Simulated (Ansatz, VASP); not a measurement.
**In: VASP beside Ansatz**

The input INCAR:

```
PREC     = Accurate       # precision mode
ENCUT    = 520            # plane-wave cutoff, eV
EDIFF    = 1E-6           # SCF threshold, eV
ISMEAR   = -1             # smearing method
SIGMA    = 0.05           # smearing width, eV
LREAL    = F              # projectors in reciprocal space
LASPH    = T              # aspherical terms in the spheres
NELM     = 100            # most SCF steps
ALGO     = Normal         # electronic algorithm
ISIF     = 2              # what is computed and relaxed
LWAVE    = F              # write WAVECAR
LCHARG   = T              # write CHGCAR
GGA      = CA             # functional
LELF     = T              # ELF
LVHAR    = T            
NBANDS   = 12             # bands
```

KPOINTS

```
Automatic mesh
0
Gamma
  14 14 14
```

File POSCAR:

```
In
1.0
    2.6123144249      0.0000000000      0.0000000000
    0.0000000000      2.6123144249      0.0000000000
    0.0000000000      0.0000000000      2.6123144249
In
1
Direct
    0.0000000000      0.0000000000      0.0000000000
```

Input for Ansatz:

```yaml
crystal:
  lattice:
    - [2.6123144249, 0.0, 0.0]
    - [0.0, 2.6123144249, 0.0]
    - [0.0, 0.0, 2.6123144249]
  atoms:
    - { symbol: In, position: [0.0, 0.0, 0.0] }
kpoints:
  mp_grid: { grid: [14, 14, 14] }
scf:
  occupations: { method: fermi_dirac, width: 0.05 }
hamiltonian:
  xc: lda
  pseudopotentials: { kind: all_electron, lapw: { basis_error: 0.001 } }
output:
  forces: true
  stress: true
  eigenvalues: true
  populations: true
```

Change from the starting cell: volume scaled by 0.68, LAPW.

Alike in both runs: task single point; functional LDA; k mesh 14 × 14 × 14; occupations fermi-dirac, width 0.05 eV; no spin polarisation.

```csv
,VASP,Ansatz
version,VASP 6.6.1,Ansatz 0.2.0
potentials or method,"VASP PAW LDA potentials, release 64 (In_d), cutoff 520 eV","all-electron LAPW, scalar-relativistic"
```

|  | VASP | Ansatz | Ansatz less VASP |
| --- | --- | --- | --- |
| pressure (GPa) | 48.3 | 47.7 | -0.53 |

LDA's correlation is that of Perdew and Zunger in VASP and of Perdew and Wang (1992) in Ansatz. Both programs put the cell under a high pressure, so it lies far from rest at this level. Ansatz ran all-electron here, and VASP with PAW potentials.
